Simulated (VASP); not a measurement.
# Ca in VASP: settings compared

Aim: see how the results for Ca move with the level of theory and the settings. Levels: PBE, PBEsol. Tasks: single point, relaxation of cell and atoms.

Everything below comes from runs of VASP 6.6.1. Logs are shortened: lines on timing, memory, paths and dates and some standing lists are left out, and cuts for length are marked.

**1. The cell of the first run**

The typed cell holds 1 atom: a = 3.839 Å, b = 3.921 Å, c = 3.771 Å, α = 113.75°, β = 113.11°, γ = 101.85°.

**2. Single point, PBE (the cell strained at random)**

The input, INCAR:

```
SYSTEM = Ca
ALGO = Fast
EDIFF = 1E-6
ENCUT = 520
GGA = PE
ISIF = 2
ISMEAR = -1
LASPH = .TRUE.
LCHARG = .FALSE.
LREAL = .FALSE.
LWAVE = .FALSE.
NBANDS = 11
NELM = 100
PREC = Accurate
SIGMA = 0.05
```

The input, KPOINTS:

```
k-points
0
G
  9 9 9
  0 0 0
```

The input, POSCAR:

```
Ca
1.0
   -2.0939700000      2.1278440000      2.4131570000
    2.1709280000     -2.1263730000      2.4778720000
    2.0333720000      2.0659260000     -2.4118930000
Ca
1
Direct
    0.5037870000      0.5121010000      0.0037970000
```

Potentials or basis: VASP PAW PBE potentials, release 64 (Ca_sv).

Started as:

```console
cat potpaw_PBE.64/Ca_sv/POTCAR > POTCAR
mpirun -np 1 vasp_std > vasp.out
```

OUTCAR:

```text
SYSTEM = Ca
   EDIFF = 1E-6
   ENCUT = 520
   GGA = PE
   ISIF = 2
   ISMEAR = -1
   LASPH = .TRUE.
   LREAL = .FALSE.
   NELM = 100
   PREC = Accurate

 ion  position               nearest neighbor table
   1  0.504  0.512  0.004-

  LATTYP: Found a triclinic cell.
 ALAT       =     7.9613928256
 B/A-ratio  =     0.6144194539
 C/A-ratio  =     0.5268183678
 COS(alpha) =     0.0003747122
 COS(beta)  =     0.2561450185
 COS(gamma) =     0.9300239891

  Lattice vectors:

 A1 = (  -2.1872880000,  -2.0688680000,  -7.3701650000)
 A2 = (  -0.0769580000,  -0.0014710000,  -4.8910290000)
 A3 = (   0.0605980000,  -4.1937700000,  -0.0012640000)

Analysis of symmetry for initial positions (statically):
=====================================================================
 Subroutine PRICEL returns:
 Original cell was already a primitive cell.

 Routine SETGRP: Setting up the symmetry group for a
 triclinic supercell.

 Subroutine GETGRP returns: Found  2 space group operations
 (whereof  1 operations were pure point group operations)
 out of a pool of  2 trial point group operations.

The static configuration has the point symmetry C_1 .
 The point group associated with its full space group is S_2 .

Analysis of symmetry for dynamics (positions and initial velocities):
=====================================================================
 Subroutine PRICEL returns:
 Original cell was already a primitive cell.

 Routine SETGRP: Setting up the symmetry group for a
 triclinic supercell.

 Subroutine GETGRP returns: Found  2 space group operations
 (whereof  1 operations were pure point group operations)
 out of a pool of  2 trial point group operations.

The dynamic configuration has the point symmetry C_1 .
 The point group associated with its full space group is S_2 .

 Subroutine INISYM returns: Found  2 space group operations
 (whereof  1 operations are pure point group operations),
 and found     1 'primitive' translations

----------------------------------------------------------------------------------------

                                     Primitive cell

  volume of cell :      43.0994

  direct lattice vectors                    reciprocal lattice vectors
    -2.093970000  2.127844000  2.413157000     0.000220049  0.238390517  0.204380795
     2.170928000 -2.126373000  2.477872000     0.234749031  0.003331504  0.200761288
     2.033372000  2.065926000 -2.411893000     0.241390917  0.241938089 -0.003870935

  length of vectors
     3.838718166  3.920999893  3.770925585     0.314008911  0.308906622  0.341787358

  position of ions in fractional coordinates (direct lattice)
     0.503787000  0.512101000  0.003797000

  ion indices of the primitive-cell ions
   primitive index   ion index
                 1           1

----------------------------------------------------------------------------------------

 KPOINTS: k-points

Automatic generation of k-mesh.
 Grid dimensions read from file:
 generate k-points for:    9    9    9

 Generating k-lattice:

  Cartesian coordinates                     Fractional coordinates (reciprocal lattice)
     0.000024450  0.026487835  0.022708977     0.111111111  0.000000000 -0.000000000
     0.026083226  0.000370167  0.022306810     0.000000000  0.111111111  0.000000000
     0.026821213  0.026882010 -0.000430104     0.000000000 -0.000000000  0.111111111

  Length of vectors
     0.034889879  0.034322958  0.037976373

  Shift w.r.t. Gamma in fractional coordinates (k-lattice)
     0.000000000  0.000000000  0.000000000

 Subroutine IBZKPT returns following result:
 ===========================================

 Found    365 irreducible k-points:

 Following reciprocal coordinates:
            Coordinates               Weight
  0.000000  0.000000  0.000000      1.000000
  0.111111  0.000000 -0.000000      2.000000
  0.222222  0.000000 -0.000000      2.000000
  0.333333 -0.000000  0.000000      2.000000
  0.444444  0.000000 -0.000000      2.000000
 -0.000000  0.111111 -0.000000      2.000000
[... 16 lines left out ...]
 -0.111111  0.222222  0.000000      2.000000
 -0.000000  0.333333 -0.000000      2.000000
 [... further k-points ...]
   k-points           NKPTS =    365   k-points in BZ     NKDIM =    365   number of bands    NBANDS=     11
   number of dos      NEDOS =    301   number of ions     NIONS =      1
   total plane-waves  NPLWV =  25200
   dimension x,y,z NGX =    30 NGY =   30 NGZ =   28
   dimension x,y,z NGXF=    60 NGYF=   60 NGZF=   56
   ions per type =               1
   NGX,Y,Z   is equivalent  to a cutoff of  12.99, 12.72, 12.34 a.u.
   NGXF,Y,Z  is equivalent  to a cutoff of  25.98, 25.44, 24.69 a.u.
 SYSTEM =  Ca
   PREC   = accura    normal or accurate (medium, high low for compatibility)
   ISTART =      0    job   : 0-new  1-cont  2-samecut
   ICHARG =      2    charge: 1-file 2-atom 10-const
   ISPIN  =      1    spin polarized calculation?
   LNONCOLLINEAR =      F non collinear calculations
   LSORBIT =      F    spin-orbit coupling
   LASPH  =      T    aspherical Exc in radial PAW
   ENCUT  =  520.0 eV  38.22 Ry    6.18 a.u.   7.14  7.29  7.01*2*pi/ulx,y,z
   NELM   =    100;   NELMIN=  2; NELMDL= -5     # of ELM steps
   EDIFF  = 0.1E-05   stopping-criterion for ELM
   LREAL  =      F    real-space projection
   EDIFFG = 0.1E-04   stopping-criterion for IOM
   NSW    =      0    number of steps for IOM
   IBRION =     -1    ionic relax: 0-MD 1-quasi-New 2-CG
   NFREE  =      0    steps in history (QN), initial steepest desc. (CG)
   ISIF   =      2    stress and relaxation
   ISYM   =      2    0-nonsym 1-usesym 2-fastsym
   POTIM  = 0.5000    time-step for ionic-motion
   TEBEG  =    0.0;   TEEND  =   0.0 temperature during run
   PSTRESS=    0.0 pullay stress
   NELECT =      10.0000    total number of electrons
   NUPDOWN=      -1.0000    fix difference up-down
   EMIN   =  10.00;   EMAX   =-10.00  energy-range for DOS
   EFERMI =   0.00;   METHOD = LEGACY
   ISMEAR =    -1;   SIGMA  =   0.05  broadening in eV -4-tet -1-fermi 0-gaus
   EFERMI_NEDOS =   21; number of points for ismear=-14 and -15
   IALGO  =     68    algorithm
   IMIX   =      4    mixing-type and parameters
     AMIX     =   0.40;   BMIX     =  1.00
     AMIX_MAG =   1.60;   BMIX_MAG =  1.00
  volume/ion in A,a.u.               =      43.10       290.85
  Fermi-wavevector in a.u.,A,eV,Ry     =   1.005969  1.901005 13.768732  1.011973
  Thomas-Fermi vector in A             =   2.138682
   LORBIT       =      0    0 simple, 1 ext, 2 COOP (PROOUT), +10 PAW based schemes
   GGA     = PE    functional components
   LHFCALC =     F    Hartree Fock is set to
   AEXX    =    0.0000 exact exchange contribution
   IVDW    =     0    specifies the selected vdW correction
   LEPSILON=     F    determine dielectric tensor
   LRPA    =     F    only Hartree local field effects (RPA)
 non-spin polarized calculation
 RMM-DIIS sequential band-by-band and
  energy-cutoff  :      520.00
  volume of cell :       43.10
 maximum number of plane-waves:      1175
 NGX is ok and might be reduce to    30
   NGX = 15   NGY = 15   NGZ = 15

 number of electron      10.0000000 magnetization

 Free energy of the ion-electron system (eV)
  ---------------------------------------------------
  ext. energy  EPLUGINS =         0.00000000
  ---------------------------------------------------
  free energy    TOTEN  =        -1.91873043 eV

  energy without entropy =       -1.90601262  energy(sigma->0) =       -1.91237152

 E-fermi :   1.9097     XC(G=0):  -7.6698

 val. band max:        1.9079105003   @ k =  -0.4444   0.3333   0.4444
 cond. band min:       1.9114343954   @ k =   0.2222   0.3333   0.3333
 fundamental gap:      0.0035238951
 Fermi energy:         1.9096539305

 k-point     1 :       0.0000    0.0000    0.0000
  band No.  band energies     occupation
      1     -40.1903      2.00000
      2     -21.1133      2.00000
      3     -21.1116      2.00000
      4     -21.1006      2.00000
      5      -2.1067      2.00000
      6       3.9679      0.00000
      7       4.1211      0.00000
      8       4.6484      0.00000
      9       4.7839      0.00000
     10       5.4849      0.00000
     11      11.2093      0.00000

 k-point     2 :       0.1111    0.0000   -0.0000
  band No.  band energies     occupation
      1     -40.1888      2.00000
      2     -21.1247      2.00000
      3     -21.1164      2.00000
      4     -21.1041      2.00000
      5      -1.8964      2.00000
      6       3.9223      0.00000
      7       4.0923      0.00000
      8       4.6461      0.00000
      9       4.7409      0.00000
     10       5.4129      0.00000
     11      11.2634      0.00000

 k-point     3 :       0.2222    0.0000   -0.0000
  band No.  band energies     occupation
      1     -40.1850      2.00000
      2     -21.1623      2.00000
      3     -21.1268      2.00000
      4     -21.1060      2.00000
      5      -1.2908      2.00000
      6       3.5022      0.00000
      7       3.9372      0.00000
      8       4.7769      0.00000
      9       4.9261      0.00000
     10       5.3338      0.00000
     11       9.7225      0.00000

 k-point     4 :       0.3333   -0.0000    0.0000
  band No.  band energies     occupation
      1     -40.1807      2.00000
      2     -21.2058      2.00000
      3     -21.1386      2.00000
      4     -21.1069      2.00000
      5      -0.3727      2.00000
      6       2.8076      0.00000
      7       3.7102      0.00000
      8       4.7812      0.00000
      9       5.4135      0.00000
     10       5.5281      0.00000
     11       8.1089      0.00000
[... 239 lines left out ...]
 k-point    22 :      -0.2222    0.2222    0.0000
  band No.  band energies     occupation
      1     -40.1848      2.00000
      2     -21.1635      2.00000
      3     -21.1195      2.00000
      4     -21.1172      2.00000
      5      -1.1965      2.00000
      6       3.4063      0.00000
      7       3.8461      0.00000
      8       4.7269      0.00000
      9       5.0486      0.00000
     10       5.4704      0.00000
     11      10.7402      0.00000

 k-point    23 :      -0.1111    0.2222    0.0000
  band No.  band energies     occupation
      1     -40.1864      2.00000
      2     -21.1472      2.00000
      3     -21.1199      2.00000
      4     -21.1126      2.00000
      5      -1.4542      2.00000
      6       3.5346      0.00000
      7       3.9917      0.00000
      8       4.7043      0.00000
      9       4.9014      0.00000
     10       5.4439      0.00000
     11      10.3305      0.00000

 k-point    24 :      -0.0000    0.3333   -0.0000
  band No.  band energies     occupation
      1     -40.1818      2.00000
      2     -21.1971      2.00000
      3     -21.1345      2.00000
      4     -21.1090      2.00000
      5      -0.4293      2.00000
      6       2.7269      0.00000
      7       3.6989      0.00000
      8       4.8233      0.00000
      9       5.4712      0.00000
     10       5.5344      0.00000
     11       7.9491      0.00000

 [... further k-points ...]

------------------------ aborting loop because EDIFF is reached ----------------------------------------

  FORCE on cell =-STRESS in cart. coord.  units (eV):
  Direction    XX          YY          ZZ          XY          YZ          ZX
  --------------------------------------------------------------------------------------
  -------------------------------------------------------------------------------------
  Total       -0.1398683     -0.1210152     -0.0481293      0.0756441     -0.0139867     -0.1136214
  in kB       -5.1994672     -4.4986237     -1.7891602      2.8119946     -0.5199419     -4.2237634
  external PRESSURE =      -3.8290837 kB  Pullay stress =       0.0000000 kB

 VOLUME and BASIS-vectors are now :
 -----------------------------------------------------------------------------
  energy-cutoff  :      520.00
  volume of cell :       43.10
      direct lattice vectors                 reciprocal lattice vectors
    -2.093970000  2.127844000  2.413157000     0.000220049  0.238390517  0.204380795
     2.170928000 -2.126373000  2.477872000     0.234749031  0.003331504  0.200761288
     2.033372000  2.065926000 -2.411893000     0.241390917  0.241938089 -0.003870935

 POSITION                                       TOTAL-FORCE (eV/Angst)
 -----------------------------------------------------------------------------------
      0.06454     -0.00909      2.47548         0.000000      0.000000      0.000000
 -----------------------------------------------------------------------------------
    total drift:                                0.000002      0.000002      0.000006

  FREE ENERGIE OF THE ION-ELECTRON SYSTEM (eV)
  ---------------------------------------------------
  free  energy   TOTEN  =        -1.9187304286 eV

  energy  without entropy=       -1.9060126182  energy(sigma->0) =       -1.91237152
```

Run time: 5.3 min. Hardware: 1 thread of Intel Xeon 8259CL, shared host; peak memory 0.3 GiB.

What came out:

- Free energy: -1.9187 eV
- Pressure: -0.4 GPa
- Band gap on the k mesh: zero (bands 5 and 6 overlap by 0.39 eV)

Stress tensor (GPa, compression positive):
```
-0.52  0.28 -0.42
 0.28 -0.45 -0.05
-0.42 -0.05 -0.18
```

Caveat: the cell differs from its parent crystal (the cell strained at random).

(Continued in part 2 of 2.)

The gap in the log of VASP goes by the Fermi energy; the results here count the filled bands.